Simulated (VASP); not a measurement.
Wanted: the native input for a VASP 6.6.1 run.

```yaml
Task: single point
Functional: r2SCAN
Potentials_or_basis: VASP PAW PBE potentials, release 64 (Pb_d, F)
Cutoff: 660 eV
k_mesh: 8 × 8 × 8
Occupations: fermi-dirac, width 0.05 eV
Spin: no spin polarisation
Dipole_correction: no
Further_INCAR_settings: ALGO = Normal; EDIFF = 1e-06; NBANDS = 21
```

Crystal: PbF2.

```xyz
3
Lattice="0.0000 2.7954 2.7954 2.7954 0.0000 2.7954 2.7954 2.7954 0.0000" Properties=species:S:1:pos:R:3 pbc="T T T"
Pb    0.0000    0.0000    0.0000
F     4.1931    4.1931    4.1931
F     1.3977    1.3977    1.3977
```

One way to write it, as run:

POSCAR

```
PbF2
1.0
    0.0000000000      2.7954234199      2.7954234199
    2.7954234199      0.0000000000      2.7954234199
    2.7954234199      2.7954234199      0.0000000000
Pb F
1 2
Direct
    0.0000000000      0.0000000000      0.0000000000
    0.7500000000      0.7500000000      0.7500000000
    0.2500000000      0.2500000000      0.2500000000
```

INCAR.step1

```
SYSTEM = PbF2
PREC = Accurate ; ENCUT = 660
ISMEAR = -1 ; SIGMA = 0.05
LREAL = .False. ; LASPH = .True.
NELM = 120 ; NBANDS = 21
GGA = PE ; ALGO = Normal
EDIFF = 1E-5 ; LWAVE = .True.
LCHARG = .False. ; GGA_COMPAT = .False.
```

INCAR.step2

```
SYSTEM = PbF2
PREC = Accurate ; ENCUT = 660
EDIFF = 1E-6 ; ISMEAR = -1
SIGMA = 0.05 ; LREAL = .False.
LASPH = .True. ; NELM = 120
ALGO = Normal ; ISIF = 2
LWAVE = .False. ; LCHARG = .True.
METAGGA = R2SCAN ; LMIXTAU = .True.
LELF = .True. ; LVHAR = .True.
NBANDS = 21 ; ISTART = 1
GGA_COMPAT = .False.
```

KPOINTS

```
Automatic mesh
0
Gamma
  8 8 8
  0 0 0
```

Potentials or basis: VASP PAW PBE potentials, release 64 (Pb_d, F).

Run with:

```bash
$ cat potpaw_PBE.64/Pb_d/POTCAR potpaw_PBE.64/F/POTCAR > POTCAR
$ cp INCAR.step1 INCAR
$ mpirun -np 1 vasp_std > vasp.out
$ cp INCAR.step2 INCAR
$ mpirun -np 1 vasp_std > vasp.out
```

It gave:

The pressure is 20.0 GPa. The band gap on the k mesh is 4.74 eV (least direct gap 4.97 eV).

Caveat: the cell stands under pressure; the PAW data sets were made with another functional, which shifts forces and pressure a little; spin-orbit coupling is left out, which moves the levels of the heavy elements.

Run time: 64 s on 1 thread of Intel(R) Xeon(R) 6975P-C (Granite Rapids) (shared host), peak memory 0.22 GiB.
